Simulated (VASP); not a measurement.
Set up this calculation in VASP 6.6.1, as the native input.

```yaml
Task: electric field gradients
Functional: LDA
Potentials_or_basis: VASP PAW LDA potentials, release 64 (Al, N)
Cutoff: 520 eV
k_mesh: 12 × 12 × 12
Occupations: fermi-dirac, width 0.01 eV
Spin: no spin polarisation
Dipole_correction: no
Further_INCAR_settings: ALGO = Normal; EDIFF = 1e-08; NBANDS = 11
```

The structure of AlN lies in POSCAR:

```
AlN
1.0
    0.0000000000      2.0040293008      2.0040293008
    2.0040293008      0.0000000000      2.0040293008
    2.0040293008      2.0040293008      0.0000000000
Al N
1 1
Direct
    0.0000000000      0.0000000000      0.0000000000
    0.5000000000      0.5000000000      0.5000000000
```

This cell differs from its parent crystal: volume scaled by 1.04.

The input as run:

INCAR

```
  PREC = Accurate
  ENCUT = 520
  EDIFF = 1E-8
  ISMEAR = -1
  SIGMA = 0.01
  LREAL = False
  LASPH = True
  NELM = 60
  ALGO = Normal
  ISIF = 2
  LWAVE = False
  LCHARG = False
  LEFG = True
  NBANDS = 11
```

KPOINTS

```
regular mesh
0
Gamma
  12 12 12
```

Potentials or basis: VASP PAW LDA potentials, release 64 (Al, N).

Launch:

```bash
$ cat potpaw_LDA.64/Al/POTCAR potpaw_LDA.64/N/POTCAR > POTCAR
$ mpirun -np 1 vasp_std > vasp.out
```

Results of the run:

```
Pressure               : 1.3 GPa
Band gap on the k mesh : 4.72 eV, indirect (least direct gap 6.16 eV)
```

Caveat: without QUAD_EFG the Cq values of the log hold for a quadrupole moment of 1 mb, not for the nuclei.

It took 6.4 s on 1 thread of Intel(R) Xeon(R) Platinum 8488C (Sapphire Rapids), with other jobs on the host, peak memory 0.13 GiB.
